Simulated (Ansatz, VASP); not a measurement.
## One calculation of FeRu, two programs

```xyz
2
Lattice="2.6428 0.0000 0.0000 -1.3214 2.2887 0.0000 0.0000 0.0000 4.0702" Properties=species:S:1:pos:R:3 pbc="T T T"
Fe    0.0000    0.0000    2.0351
Ru    1.3214    0.7629    0.0000
```

Alike in both runs: task single point; functional LDA; k mesh 12 × 12 × 7; occupations fermi-dirac, width 0.05 eV; no spin polarisation.

```csv
,VASP,Ansatz
version,VASP 6.6.1,Ansatz 0.2.0
potentials or method,"VASP PAW LDA potentials, release 64 (Fe_sv, Ru_sv)","PAW with Ansatz's default frozen-core files, scalar-relativistic"
plane-wave cutoff (eV),690,420
valence electrons in the cell,32,32
```

Ansatz gave:

| Property | Result |
| --- | --- |
| pressure (GPa) | -20.3 |
| traceless stress, the component that is largest in VASP (GPa) | 0.47 |

Task: What did VASP give for the same quantities?

Result: Pressure (GPa): -20.3; traceless stress, the component that is largest in VASP (GPa): 0.37.

LDA's correlation is that of Perdew and Zunger in VASP and of Perdew and Wang (1992) in Ansatz.
